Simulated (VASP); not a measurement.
Write the native input for VASP 6.6.1 that does the following.

| Quantity | Value |
| --- | --- |
| Task | single point |
| Functional | LDA |
| Potentials or basis | VASP PAW LDA potentials, release 64 (W_sv, C) |
| Cutoff | 600 eV |
| k mesh | 5 × 5 × 5 |
| Occupations | fermi-dirac, width 0.1 eV |
| Spin | no spin polarisation |
| Dipole correction | no |
| Further INCAR settings | ALGO = Normal; EDIFF = 1e-06; NBANDS = 16 |

The structure of WC lies in POSCAR:

```
WC
1.0
    0.0000000000      2.1926840000      2.1926840000
    2.1926840000      0.0000000000      2.1926840000
    2.1926840000      2.1926840000      0.0000000000
W C
1 1
Direct
    0.0000000000      0.0000000000      0.0000000000
    0.5000000000      0.5000000000      0.5000000000
```

The input as run:

INCAR

```
SYSTEM = WC
PREC = Accurate
ENCUT = 600
EDIFF = 1E-6
ISMEAR = -1
SIGMA = 0.1
LREAL = .FALSE.
LASPH = .TRUE.
NELM = 120
ALGO = Normal
ISIF = 2
LWAVE = .FALSE.
LCHARG = .TRUE.
LELF = .TRUE.
LVHAR = .TRUE.
NBANDS = 16
GGA_COMPAT = .FALSE.
```

KPOINTS

```
regular mesh
0
G
  5 5 5
  0 0 0
```

Potentials or basis: VASP PAW LDA potentials, release 64 (W_sv, C).

Launch:

```console
$ cat potpaw_LDA.64/W_sv/POTCAR potpaw_LDA.64/C/POTCAR > POTCAR
$ mpirun -np 1 vasp_std > vasp.out
```

It gave:

```
Pressure               : -14.4 GPa
Band gap on the k mesh : zero (band 9 reaches 12.77 eV, above the bottom of band 10 at 10.70 eV)
```

Caveat: the k points lie up to 0.50 Å⁻¹ apart; spin-orbit coupling is left out, which moves the levels of the heavy elements.

It took 6 s on 1 thread of Intel(R) Xeon(R) Platinum 8259CL CPU @ 2.50GHz (Skylake/Cascade Lake), with other jobs on the host, peak memory 0.14 GiB.
